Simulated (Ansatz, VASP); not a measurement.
**Two plane-wave programs on Cd**

```xyz
2
Lattice="2.9789 0.0000 0.0000 -1.4894 2.5798 0.0000 0.0000 0.0000 5.6177" Properties=species:S:1:pos:R:3 pbc="T T T"
Cd    0.0000    1.7199    1.4044
Cd    1.4894    0.8599    4.2132
```

Alike in both runs: task relaxation of cell and atoms; functional PBEsol; k mesh 18 × 18 × 8; occupations gaussian, width 0.1 eV; no spin polarisation.

|  | VASP | Ansatz |
| --- | --- | --- |
| version | VASP 6.6.1 | Ansatz 0.2.0 |
| potentials or method | VASP PAW PBE potentials, release 64 (Cd), cutoff 600 eV | scalar-relativistic, plane waves, PAW |
| valence electrons in the cell | 24 | 40 |

|  | VASP | Ansatz | Ansatz less VASP |
| --- | --- | --- | --- |
| gap on the k mesh at the Fermi level, each at its own relaxed structure (eV) | none | none | - |
| relaxed volume (Å³/atom) | 21.12 | 21.06 | -0.059 |
| relaxed cell length with the largest relative difference (Å) | 5.590 | 5.610 | +0.0206 |

VASP's potentials were made for PBE, not for PBEsol. A gap of «none» marks a metal or a gap that the smearing closes. VASP's potentials hold 24 valence electrons a cell and Ansatz's 40, so a difference there can come from the potentials and not from the codes.
